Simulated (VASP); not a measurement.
# Ti4CN4 in VASP: single point with PBEsol

Aim: the single point of Ti4CN4 with PBEsol.

All numbers are computed with VASP 6.6.1; they aren't measurements. Logs are shortened: lines on timing, memory, paths and dates and some standing lists are left out, and cuts for length are marked.

**1. The cell of the first run**

The cell holds a slab with vacuum, 9 atoms: a = 2.973 Å, b = 2.973 Å, c = 27.495 Å, α = 90.00°, β = 90.00°, γ = 120.00°.

**2. Single point, PBEsol**

INCAR

```
SYSTEM = Ti4CN4
PREC = Accurate ; ENCUT = 520
EDIFF = 1E-7 ; ISMEAR = 0
SIGMA = 0.1 ; LREAL = .False.
LASPH = .True. ; NELM = 60
ALGO = Normal ; ISIF = 2
LWAVE = .False. ; LCHARG = .False.
LDIPOL = .True. ; IDIPOL = 3
DIPOL = 0.5 0.5 0.488 ; GGA = PS
NBANDS = 46
```

KPOINTS

```
regular mesh
0
Gamma
  12 12 1
  0 0 0
```

POSCAR

```
Ti4CN4
1.0
    2.9726300472      0.0000000000      0.0000000000
   -1.4863150236      2.5743731369      0.0000000000
    0.0000000000      0.0000000000     27.4949979446
N Ti C
4 4 1
Direct
    0.3333333333      0.6666666667      0.3091471408
    0.0000000000      0.0000000000      0.3974229164
    0.6666666667      0.3333333333      0.4854147359
    0.3333333333      0.6666666667      0.5753533913
    0.6666666667      0.3333333333      0.3532850285
    0.3333333333      0.6666666667      0.4415608042
    0.0000000000      0.0000000000      0.5302006077
    0.6666666667      0.3333333333      0.6138598945
    0.6666666667      0.3333333333      0.6849220901
```

Potentials or basis: VASP PAW PBE potentials, release 64 (N, Ti_sv, C).

Run with:

```sh
$ cat potpaw_PBE.64/N/POTCAR potpaw_PBE.64/Ti_sv/POTCAR potpaw_PBE.64/C/POTCAR > POTCAR
$ mpirun -np 1 vasp_std > vasp.out
```

OUTCAR:

```text
SYSTEM = Ti4CN4
   PREC = Accurate
   ENCUT = 520
   EDIFF = 1E-7
   ISMEAR = 0
   LREAL = .False.
   LASPH = .True.
   NELM = 60
   ISIF = 2
   GGA = PS

 ion  position               nearest neighbor table
   1  0.333  0.667  0.309-   5 2.10   5 2.10   5 2.10
   2  0.000  0.000  0.397-   6 2.10   6 2.10   6 2.10   5 2.10   5 2.10   5 2.10
   3  0.667  0.333  0.485-   6 2.10   6 2.10   6 2.10   7 2.11   7 2.11   7 2.11
   4  0.333  0.667  0.575-   8 2.02   8 2.02   8 2.02   7 2.12   7 2.12   7 2.12
   5  0.667  0.333  0.353-   1 2.10   1 2.10   1 2.10   2 2.10   2 2.10   2 2.10
   6  0.333  0.667  0.442-   3 2.10   3 2.10   3 2.10   2 2.10   2 2.10   2 2.10
   7  0.000  0.000  0.530-   3 2.11   3 2.11   3 2.11   4 2.12   4 2.12   4 2.12   8 2.87   8 2.87
                             8 2.87
   8  0.667  0.333  0.614-   9 1.95   4 2.02   4 2.02   4 2.02   7 2.87   7 2.87   7 2.87
   9  0.667  0.333  0.685-   8 1.95

  LATTYP: Found a hexagonal cell.
 ALAT       =     2.9726300472
 C/A-ratio  =     9.2493843862

  Lattice vectors:

 A1 = (   2.9726300472,   0.0000000000,   0.0000000000)
 A2 = (  -1.4863150236,   2.5743731369,   0.0000000000)
 A3 = (   0.0000000000,   0.0000000000,  27.4949979446)

Analysis of symmetry for initial positions (statically):
=====================================================================
 Subroutine PRICEL returns:
 Original cell was already a primitive cell.

 Routine SETGRP: Setting up the symmetry group for a
 hexagonal supercell.

 Subroutine GETGRP returns: Found  6 space group operations
 (whereof  6 operations were pure point group operations)
 out of a pool of 24 trial point group operations.

The static configuration has the point symmetry C_3v.

Analysis of symmetry for dynamics (positions and initial velocities):
=====================================================================
 Subroutine PRICEL returns:
 Original cell was already a primitive cell.

 Routine SETGRP: Setting up the symmetry group for a
 hexagonal supercell.

 Subroutine GETGRP returns: Found  6 space group operations
 (whereof  6 operations were pure point group operations)
 out of a pool of 24 trial point group operations.

The dynamic configuration has the point symmetry C_3v.

 Subroutine INISYM returns: Found  6 space group operations
 (whereof  6 operations are pure point group operations),
 and found     1 'primitive' translations

----------------------------------------------------------------------------------------

                                     Primitive cell

  volume of cell :     210.4098

  direct lattice vectors                    reciprocal lattice vectors
     2.972630047  0.000000000  0.000000000     0.336402440  0.194222039  0.000000000
    -1.486315024  2.574373137  0.000000000     0.000000000  0.388444078  0.000000000
     0.000000000  0.000000000 27.494997945     0.000000000  0.000000000  0.036370252

  length of vectors
     2.972630047  2.972630047 27.494997945     0.388444078  0.388444078  0.036370252

  position of ions in fractional coordinates (direct lattice)
     0.333333333  0.666666667  0.309147141
     0.000000000  0.000000000  0.397422916
     0.666666667  0.333333333  0.485414736
     0.333333333  0.666666667  0.575353391
     0.666666667  0.333333333  0.353285028
     0.333333333  0.666666667  0.441560804
     0.000000000  0.000000000  0.530200608
     0.666666667  0.333333333  0.613859895
     0.666666667  0.333333333  0.684922090

  ion indices of the primitive-cell ions
   primitive index   ion index
                 1           1
                 2           2
                 3           3
                 4           4
                 5           5
                 6           6
                 7           7
                 8           8
                 9           9

----------------------------------------------------------------------------------------

 KPOINTS: regular mesh

Automatic generation of k-mesh.
 Grid dimensions read from file:
 generate k-points for:   12   12    1

 Generating k-lattice:

  Cartesian coordinates                     Fractional coordinates (reciprocal lattice)
     0.028033537  0.016185170  0.000000000     0.083333333  0.000000000  0.000000000
     0.000000000  0.032370340  0.000000000     0.000000000  0.083333333  0.000000000
     0.000000000  0.000000000  0.036370252     0.000000000  0.000000000  1.000000000

  Length of vectors
     0.032370340  0.032370340  0.036370252

  Shift w.r.t. Gamma in fractional coordinates (k-lattice)
     0.000000000  0.000000000  0.000000000

 Subroutine IBZKPT returns following result:
 ===========================================

 Found     19 irreducible k-points:

 Following reciprocal coordinates:
            Coordinates               Weight
  0.000000  0.000000  0.000000      1.000000
  0.083333  0.000000  0.000000      6.000000
  0.166667  0.000000  0.000000      6.000000
  0.250000  0.000000  0.000000      6.000000
  0.333333  0.000000  0.000000      6.000000
  0.416667  0.000000  0.000000      6.000000
[... 11 lines left out ...]
  0.333333  0.250000  0.000000     12.000000
  0.333333  0.333333  0.000000      2.000000
   k-points           NKPTS =     19   k-points in BZ     NKDIM =     19   number of bands    NBANDS=     46
   number of dos      NEDOS =    301   number of ions     NIONS =      9
   total plane-waves  NPLWV = 120960
   dimension x,y,z NGX =    24 NGY =   24 NGZ =  210
   dimension x,y,z NGXF=    48 NGYF=   48 NGZF=  420
   ions per type =               4   4   1
   NGX,Y,Z   is equivalent  to a cutoff of  13.42, 13.42, 12.70 a.u.
   NGXF,Y,Z  is equivalent  to a cutoff of  26.84, 26.84, 25.39 a.u.
 SYSTEM =  Ti4CN4
   PREC   = accura    normal or accurate (medium, high low for compatibility)
   ISTART =      0    job   : 0-new  1-cont  2-samecut
   ICHARG =      2    charge: 1-file 2-atom 10-const
   ISPIN  =      1    spin polarized calculation?
   LNONCOLLINEAR =      F non collinear calculations
   LSORBIT =      F    spin-orbit coupling
   LASPH  =      T    aspherical Exc in radial PAW
   ENCUT  =  520.0 eV  38.22 Ry    6.18 a.u.   5.53  5.53 51.12*2*pi/ulx,y,z
   NELM   =     60;   NELMIN=  2; NELMDL= -5     # of ELM steps
   EDIFF  = 0.1E-06   stopping-criterion for ELM
   LREAL  =      F    real-space projection
   EDIFFG = 0.1E-05   stopping-criterion for IOM
   NSW    =      0    number of steps for IOM
   IBRION =     -1    ionic relax: 0-MD 1-quasi-New 2-CG
   NFREE  =      0    steps in history (QN), initial steepest desc. (CG)
   ISIF   =      2    stress and relaxation
   ISYM   =      2    0-nonsym 1-usesym 2-fastsym
   POTIM  = 0.5000    time-step for ionic-motion
   TEBEG  =    0.0;   TEEND  =   0.0 temperature during run
   PSTRESS=    0.0 pullay stress
   NELECT =      72.0000    total number of electrons
   NUPDOWN=      -1.0000    fix difference up-down
   EMIN   =  10.00;   EMAX   =-10.00  energy-range for DOS
   EFERMI =   0.00;   METHOD = LEGACY
   ISMEAR =     0;   SIGMA  =   0.10  broadening in eV -4-tet -1-fermi 0-gaus
   EFERMI_NEDOS =   21; number of points for ismear=-14 and -15
   IALGO  =     38    algorithm
   IMIX   =      4    mixing-type and parameters
     AMIX     =   0.40;   BMIX     =  1.00
     AMIX_MAG =   1.60;   BMIX_MAG =  1.00
  volume/ion in A,a.u.               =      23.38       157.77
  Fermi-wavevector in a.u.,A,eV,Ry     =   1.145065  2.163860 17.839618  1.311175
  Thomas-Fermi vector in A             =   2.281755
   LORBIT       =      0    0 simple, 1 ext, 2 COOP (PROOUT), +10 PAW based schemes
   GGA     = PS    functional components
   LHFCALC =     F    Hartree Fock is set to
   AEXX    =    0.0000 exact exchange contribution
   IVDW    =     0    specifies the selected vdW correction
   LEPSILON=     F    determine dielectric tensor
   LRPA    =     F    only Hartree local field effects (RPA)
 non-spin polarized calculation
 Gauss-broadening in eV      SIGMA  =   0.10
  energy-cutoff  :      520.00
  volume of cell :      210.41
 maximum number of plane-waves:      5757
 NGX is ok and might be reduce to    24
   NGX = 11   NGY = 11   NGZ =103

 dipolmoment           0.000000      0.000000      0.196755 electrons x Angstroem

 number of electron      72.0000014 magnetization

 dipolmoment           0.000000      0.000000     -0.032531 electrons x Angstroem

 Free energy of the ion-electron system (eV)
  ---------------------------------------------------
  ext. energy  EPLUGINS =         0.00000000
  ---------------------------------------------------
  free energy    TOTEN  =       -83.45619975 eV

  energy without entropy =      -83.42622104  energy(sigma->0) =      -83.44121039

 E-fermi :  -0.4953     XC(G=0):  -5.9806

 val. band max:       -0.5079500484   @ k =   0.2500   0.1667   0.0000
 cond. band min:      -0.4892301701   @ k =   0.0000   0.0000   0.0000
 fundamental gap:      0.0187198783
 Fermi energy:        -0.4953263942

 k-point     1 :       0.0000    0.0000    0.0000
  band No.  band energies     occupation
      1     -58.0374      2.00000
      2     -57.9027      2.00000
      3     -56.9692      2.00000
      4     -56.8086      2.00000
      5     -34.6644      2.00000
      6     -34.3147      2.00000
[... 38 lines left out ...]
     45       1.5856      0.00000
     46       1.7307      0.00000

 k-point     2 :       0.0833    0.0000    0.0000
  band No.  band energies     occupation
      1     -58.0321      2.00000
      2     -57.8980      2.00000
      3     -56.9643      2.00000
      4     -56.8038      2.00000
      5     -34.6509      2.00000
      6     -34.3188      2.00000
[... 825 lines left out ...]
 k-point    19 :       0.3333    0.3333    0.0000
  band No.  band energies     occupation
      1     -57.9478      2.00000
      2     -57.8230      2.00000
      3     -56.8867      2.00000
      4     -56.7276      2.00000
      5     -34.5842      2.00000
      6     -34.5767      2.00000
[... 38 lines left out ...]
     45       2.4130      0.00000
     46       2.7088      0.00000

------------------------ aborting loop because EDIFF is reached ----------------------------------------

 vacuum level on the upper side and lower side of the slab       (xc-potential included)        -0.533         0.220

  FORCE on cell =-STRESS in cart. coord.  units (eV):
  Direction    XX          YY          ZZ          XY          YZ          ZX
  --------------------------------------------------------------------------------------
  -------------------------------------------------------------------------------------
  Total       -1.3073231     -1.3073231     -2.5636021     -0.0000000      0.0000000     -0.0000000
  in kB       -9.9546838     -9.9546838    -19.5206894     -0.0000000      0.0000000     -0.0000000
  external PRESSURE =     -13.1433523 kB  Pullay stress =       0.0000000 kB

 VOLUME and BASIS-vectors are now :
 -----------------------------------------------------------------------------
  energy-cutoff  :      520.00
  volume of cell :      210.41
      direct lattice vectors                 reciprocal lattice vectors
     2.972630047  0.000000000  0.000000000     0.336402440  0.194222039  0.000000000
    -1.486315024  2.574373137  0.000000000     0.000000000  0.388444078  0.000000000
     0.000000000  0.000000000 27.494997945     0.000000000  0.000000000  0.036370252

 POSITION                                       TOTAL-FORCE (eV/Angst)
 -----------------------------------------------------------------------------------
     -0.00000      1.71625      8.50000        -0.000000      0.000000      4.416638
      0.00000      0.00000     10.92714        -0.000000      0.000000      1.185896
      1.48632      0.85812     13.34648         0.000000     -0.000000      0.126223
     -0.00000      1.71625     15.81934         0.000000      0.000000     -0.297588
      1.48632      0.85812      9.71357        -0.000000     -0.000000     -5.805131
     -0.00000      1.71625     12.14071        -0.000000      0.000000      0.212858
      0.00000      0.00000     14.57786        -0.000000      0.000000     -0.469484
      1.48632      0.85812     16.87808         0.000000      0.000000      0.610874
      1.48632      0.85812     18.83193         0.000000      0.000000      0.019714
 -----------------------------------------------------------------------------------
    total drift:                               -0.000001      0.000000     -0.000810

  FREE ENERGIE OF THE ION-ELECTRON SYSTEM (eV)
  ---------------------------------------------------
  free  energy   TOTEN  =       -83.4561997495 eV

  energy  without entropy=      -83.4262210396  energy(sigma->0) =      -83.44121039

 vacuum level on the upper side and lower side of the slab         6.671         7.441
```

Run time: 11 min. Hardware: 1 thread of Intel Xeon 8259CL, shared host; peak memory 0.43 GiB.

What came out:

```yaml
Free_energy: -83.4562 eV
Largest_force: 5.805 eV/Å
Band_gap_on_the_k_mesh: zero (bands 36 and 37 overlap by 0.04 eV)
```

Forces on the atoms (eV/Å):
```
N    0.000  0.000  4.417
N    0.000  0.000  1.186
N    0.000  0.000  0.126
N    0.000  0.000 -0.298
Ti   0.000  0.000 -5.805
Ti   0.000  0.000  0.213
Ti   0.000  0.000 -0.469
Ti   0.000  0.000  0.611
C    0.000  0.000  0.020
```

Levels at points of the mesh, in eV from the Fermi level:
| k point | band 32 | band 33 | band 34 | band 35 | band 36 | band 37 | band 38 | band 39 | band 40 | band 41 |
| --- | --- | --- | --- | --- | --- | --- | --- | --- | --- | --- |
| (0.00, 0.00, 0.00) | -1.22 | -0.49 | -0.49 | -0.06 | -0.06 | 0.01 | 0.60 | 0.60 | 1.11 | 1.36 |
| (0.50, 0.00, 0.00) | -2.75 | -2.00 | -1.20 | -0.41 | -0.19 | 0.26 | 1.08 | 1.50 | 1.94 | 2.05 |

Caveat: the PAW data sets were made with another functional, which shifts forces and pressure a little.
